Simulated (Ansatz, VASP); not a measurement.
## Pd in VASP and in Ansatz

Contents of INCAR:

```
PREC = Accurate
ENCUT = 520
EDIFF = 1E-6
ISMEAR = -1
SIGMA = 0.1
LREAL = False
LASPH = True
NELM = 100
ALGO = Normal
ISIF = 2
LWAVE = False
LCHARG = False
GGA = PS
NBANDS = 17
```

Contents of KPOINTS:

```
Automatic mesh
0
Gamma
  15 15 8
```

POSCAR

```
Pd
1.0
    2.7971736293      0.0000000000      0.0000000000
   -1.3985868146      2.4224234217      0.0000000000
    0.0000000000      0.0000000000      4.6683782701
Pd
2
Direct
    0.3333333333      0.6666666667      0.2500000000
    0.6666666667      0.3333333333      0.7500000000
```

Input for Ansatz:

```yaml
crystal:
  lattice:
    - [2.7971736293, 0.0, 0.0]
    - [-1.3985868146, 2.4224234217, 0.0]
    - [0.0, 0.0, 4.6683782701]
  atoms:
    - { symbol: Pd, position: [0.3333333333, 0.6666666667, 0.25] }
    - { symbol: Pd, position: [0.6666666667, 0.3333333333, 0.75] }
hamiltonian:
  xc: pbesol
  pseudopotentials:
    kind: paw
    azcp:
      Pd: "pseudopotentials/Pd.paw.azcp"
basis:
  ecutwfc: 420
  fft_grid_basis: typed
kpoints:
  mp_grid: { grid: [15, 15, 8], shift: [0, 0, 0] }
magnetization:
  spin_polarized: false
scf:
  occupations: { method: fermi_dirac, width: 0.1 }
  lower_state_search: "off"
output:
  stress: true
```

Alike in both runs: task single point; functional PBEsol; k mesh 15 × 15 × 8; occupations fermi-dirac, width 0.1 eV; no spin polarisation.

```csv
,VASP,Ansatz
version,VASP 6.6.1,Ansatz 0.2.0
potentials or method,"VASP PAW PBE potentials, release 64 (Pd), cutoff 520 eV","plane waves (420 eV) with PAW, scalar-relativistic"
valence electrons in the cell,20,36
```

```csv
,VASP,Ansatz,Ansatz less VASP
pressure (GPa),-12.7,-12.5,+0.23
"traceless stress, the component that is largest in VASP (GPa)",-0.12,-0.08,+0.041
```

VASP's potentials were made for PBE, not for PBEsol, and Ansatz warns of the same on its side. The functional is the same, so the differences come from potentials, cutoffs and numerics. VASP's potentials hold 20 valence electrons a cell and Ansatz's 36, so a difference there can come from the potentials and not from the codes.
